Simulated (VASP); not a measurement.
A run of VASP 6.6.1:

The input INCAR:

```
SYSTEM = InSb
  PREC = Accurate
  ENCUT = 520
  EDIFF = 1E-7
  ISMEAR = 0
  SIGMA = 0.05
  LREAL = .False.
  LASPH = .True.
  NELM = 150
  ALGO = Normal
  ISIF = 2
  LWAVE = .False.
  LCHARG = .False.
  ISPIN = 2
  MAGMOM = 0.5 0.5
  LORBIT = 11
  GGA = PE
  NBANDS = 20
```

The input KPOINTS:

```
regular mesh
0
Gamma
  1 1 14
  0 0 0
```

The input POSCAR:

```
InSb
1.0
   10.2000000000      0.0000000000      0.0000000000
    0.0000000000      9.3000000000      0.0000000000
    0.0000000000      0.0000000000      4.7684776052
In Sb
1 1
Direct
    0.4362424624      0.5000000000      0.0000000000
    0.5637575376      0.5000000000      0.5000000000
```

Potentials or basis: VASP PAW PBE potentials, release 64 (In_d, Sb).

Command:

```bash
$ cat potpaw_PBE.64/In_d/POTCAR potpaw_PBE.64/Sb/POTCAR > POTCAR
$ mpirun -np 1 vasp_std > vasp.out
```

Hardware: 1 thread of Intel Xeon 8259CL (shared host).

Task: Estimate the wall time of this run.

Result: Wall time 8.2 min on 1 thread of Intel Xeon 8259CL, with other jobs on the host, peak memory 0.69 GiB. Counts: scf iterations 27, k points 8.
